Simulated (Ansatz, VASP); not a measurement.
One calculation of ZrHg3, two programs

```xyz
4
Lattice="4.3652 0.0218 0.0218 0.0218 4.3652 0.0218 0.0218 0.0218 4.3652" Properties=species:S:1:pos:R:3 pbc="T T T"
Zr    0.0000    0.0000    0.0000
Hg    0.0218    2.1935    2.1935
Hg    2.1935    0.0218    2.1935
Hg    2.1935    2.1935    0.0218
```

Change from the starting cell: equal xy, yz and zx shear strains of +1 %.

Alike in both runs: task single point; functional PBEsol; k mesh 8 × 8 × 8; occupations fermi-dirac, width 0.05 eV; no spin polarisation.

|  | VASP | Ansatz |
| --- | --- | --- |
| version | VASP 6.6.1 | Ansatz 0.2.0 |
| potentials or method | VASP PAW PBE potentials, release 64 (Zr_sv, Hg), cutoff 520 eV | all-electron LAPW, scalar-relativistic |

|  | VASP | Ansatz | Ansatz less VASP |
| --- | --- | --- | --- |
| pressure (GPa) | 0.3 | -0.2 | -0.50 |
| traceless stress, the component that is largest in VASP (GPa) | -0.48 | -0.47 | +0.013 |

VASP's potentials were made for PBE, not for PBEsol. Ansatz ran all-electron here, and VASP with PAW potentials.

Neither program's run includes spin-orbit coupling.
